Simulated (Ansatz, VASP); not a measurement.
**Two plane-wave programs on GaN**

```
Ga N
1.0
     0.00000    2.25350    2.25350
     2.25350    0.00000    2.25350
     2.25350    2.25350    0.00000
Ga N
1 1
Cartesian
  0.0000 0.0000 0.0000
  3.3803 3.3803 3.3803
```

Alike in both runs: task single point; functional PBE; k mesh 8 × 8 × 8; no spin polarisation.

|  | VASP | Ansatz |
| --- | --- | --- |
| version | VASP 6.6.1 | Ansatz 0.2.0 |
| potentials or method | VASP PAW PBE potentials, release 64 (Ga_d, N) | plane waves, PAW |
| plane-wave cutoff (eV) | 520 | 420 |
| occupations | gaussian, width 0.01 eV | fixed |
| valence electrons in the cell | 18 | 18 |

```csv
,VASP,Ansatz,Ansatz less VASP
gap on the k mesh at the Fermi level (eV),1.72,1.72,-0.008
```
